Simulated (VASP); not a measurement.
Here is a VASP 6.6.1 calculation.

File POSCAR:

```
SnO2
1.0
    4.5450365398      0.0000000000      0.0000000000
    0.0000000000      4.5450365398      0.0000000000
    0.0000000000      0.0000000000      3.3202673074
Sn O
2 4
Direct
    0.5000000000      0.5000000000      0.5000000000
    0.0000000000      0.0000000000      0.0000000000
    0.1923786485      0.8076213515      0.5000000000
    0.8076213515      0.1923786485      0.5000000000
    0.3076213515      0.3076213515      0.0000000000
    0.6923786485      0.6923786485      0.0000000000
```

File INCAR.step1:

```
SYSTEM = SnO2
PREC     = Accurate       ! precision mode
ENCUT    = 520            ! plane-wave cutoff, eV
ISMEAR   = 0              ! smearing method
SIGMA    = 0.02           ! smearing width, eV
LREAL    = .FALSE.        ! projectors in reciprocal space
LASPH    = .TRUE.         ! aspherical terms in the spheres
NELM     = 80             ! most SCF steps
NBANDS   = 35             ! bands
GGA      = PE             ! functional
ALGO     = Normal         ! electronic algorithm
EDIFF    = 1E-4           ! SCF threshold, eV
LWAVE    = .TRUE.         ! write WAVECAR
LCHARG   = .FALSE.        ! write CHGCAR
```

Contents of INCAR.step2:

```
SYSTEM = SnO2
PREC     = Accurate       ! precision mode
ENCUT    = 520            ! plane-wave cutoff, eV
EDIFF    = 1E-6           ! SCF threshold, eV
ISMEAR   = 0              ! smearing method
SIGMA    = 0.02           ! smearing width, eV
LREAL    = .FALSE.        ! projectors in reciprocal space
LASPH    = .TRUE.         ! aspherical terms in the spheres
NELM     = 80             ! most SCF steps
ALGO     = Normal         ! electronic algorithm
ISIF     = 2              ! what is computed and relaxed
LWAVE    = .FALSE.        ! write WAVECAR
LCHARG   = .FALSE.        ! write CHGCAR
METAGGA  = R2SCAN         ! meta-GGA
LMIXTAU  = .TRUE.       
NBANDS   = 35             ! bands
ISTART   = 1
```

Contents of KPOINTS:

```
regular mesh
0
G
  6 6 8
  0 0 0
```

Potentials or basis: VASP PAW PBE potentials, release 64 (Sn_d, O).

The run is started by

```bash
$ cat potpaw_PBE.64/Sn_d/POTCAR potpaw_PBE.64/O/POTCAR > POTCAR
$ cp INCAR.step1 INCAR
$ mpirun -np 1 vasp_std > vasp.out
$ cp INCAR.step2 INCAR
$ mpirun -np 1 vasp_std > vasp.out
```

Task: Estimate the pressure.

Result: 12.4 GPa.

Task: What does it give for the largest force?

Result: 0.020 eV/Å.

Task: Predict the band gap on the k mesh.

Result: 2.28 eV.

Forces on the atoms (eV/Å):
```
Sn   0.000  0.000  0.000
Sn   0.000  0.000  0.000
O   -0.014  0.014  0.000
O    0.014 -0.014  0.000
O    0.014  0.014  0.000
O   -0.014 -0.014  0.000
```

Caveat: the cell stands under pressure; the PAW data sets were made with another functional, which shifts forces and pressure a little; spin-orbit coupling is left out, which moves the levels of the heavy elements.
